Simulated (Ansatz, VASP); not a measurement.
This is a calculation of KMg6Ni for VASP 6.6.1.

INCAR

```
PREC     = Accurate       # precision mode
ENCUT    = 600            # plane-wave cutoff, eV
EDIFF    = 1E-6           # SCF threshold, eV
ISMEAR   = -1             # smearing method
SIGMA    = 0.05           # smearing width, eV
LREAL    = False          # projectors in reciprocal space
LASPH    = True           # aspherical terms in the spheres
NELM     = 200            # most SCF steps
ALGO     = Normal         # electronic algorithm
ISIF     = 2              # what is computed and relaxed
LWAVE    = False          # write WAVECAR
LCHARG   = False          # write CHGCAR
ISPIN    = 2              # spin polarisation
MAGMOM   = 1 0 0 0 0 0 0 0 # initial moments
LORBIT   = 11             # projections on sites
LMAXMIX  = 4              # l up to which the mixer works
GGA      = PE             # functional
NBANDS   = 30             # bands
GGA_COMPAT= False        
KPAR     = 4
```

Contents of KPOINTS:

```
regular mesh
0
Gamma
  6 5 5
```

File POSCAR:

```
KMg6Ni
1.0
    4.5439230000      0.0000000000      0.0000000000
    0.0000000000      3.0618780000      7.4986780000
    0.0000000000     -3.0618780000      7.4986780000
Ni K Mg
1 1 6
Direct
    0.0088400000      0.9114470000      0.9026110000
    0.5092170000      0.7202660000      0.7159260000
    0.5100210000      0.1392550000      0.1491740000
    0.4908940000      0.1561880000      0.6852700000
    0.4937590000      0.6851680000      0.1518400000
   -0.0030800000      0.3198730000      0.3205370000
    0.0043540000      0.2862360000      0.7977560000
    0.0064330000      0.7934920000      0.2979910000
```

Potentials or basis: VASP PAW PBE potentials, release 64 (Ni, K_sv, Mg).

Command:

```bash
$ cat potpaw_PBE.64/Ni/POTCAR potpaw_PBE.64/K_sv/POTCAR potpaw_PBE.64/Mg/POTCAR > POTCAR
$ mpirun -np 4 vasp_std > vasp.out
```

Question: Set up the same calculation for Ansatz 0.2.0. Potentials there: Ansatz PAW.

Answer: As run (the cutoff follows the program's own potentials):

Contents of input.yaml:

```yaml
crystal:
  lattice:
    - [4.543923, 0.0, 0.0]
    - [0.0, 3.061878, 7.498678]
    - [0.0, -3.061878, 7.498678]
  atoms:
    - { symbol: Ni, position: [0.00884, 0.911447, 0.902611], spin: 1.0 }
    - { symbol: K, position: [0.509217, 0.720266, 0.715926] }
    - { symbol: Mg, position: [0.510021, 0.139255, 0.149174] }
    - { symbol: Mg, position: [0.490894, 0.156188, 0.68527] }
    - { symbol: Mg, position: [0.493759, 0.685168, 0.15184] }
    - { symbol: Mg, position: [-0.00308, 0.319873, 0.320537] }
    - { symbol: Mg, position: [0.004354, 0.286236, 0.797756] }
    - { symbol: Mg, position: [0.006433, 0.793492, 0.297991] }
hamiltonian:
  xc: pbe
  pseudopotentials: { kind: paw }
magnetization:
  spin_polarized: true
kpoints:
  mp_grid: { grid: [6, 5, 5] }
scf:
  occupations: { method: fermi_dirac, width: 0.05 }
output:
  forces: true
  stress: true
  eigenvalues: true
```

Potentials or basis: Ansatz PAW.

The run is started by

```console
$ ansatz run input.yaml --threads 4 --pin off --max-ram 10240MiB --backend cpu --events-out ev --progress --plain --runs-dir out
```

Both were run:

|  | VASP | Ansatz | Ansatz less VASP |
| --- | --- | --- | --- |
| gap on the k mesh at the Fermi level (eV) | none | none | - |
| pressure (GPa) | 0.4 | 0.4 | 0.00 |
| traceless stress, the component that is largest in VASP (GPa) | -0.31 | -0.31 | +0.002 |
| rms of the force components (eV/Å) | 0.150 | 0.149 | -0.0008 |
| net moment per atom (μB) | 0.00 | 0.00 | 0.000 |

Atom by atom the forces differ by 0.003 eV/Å (rms over components). A gap of «none» marks a metal or a gap that the smearing closes. The functional is the same, so the differences come from potentials, cutoffs and numerics. VASP's potentials hold 31 valence electrons a cell and Ansatz's 87, so a difference there can come from the potentials and not from the codes.
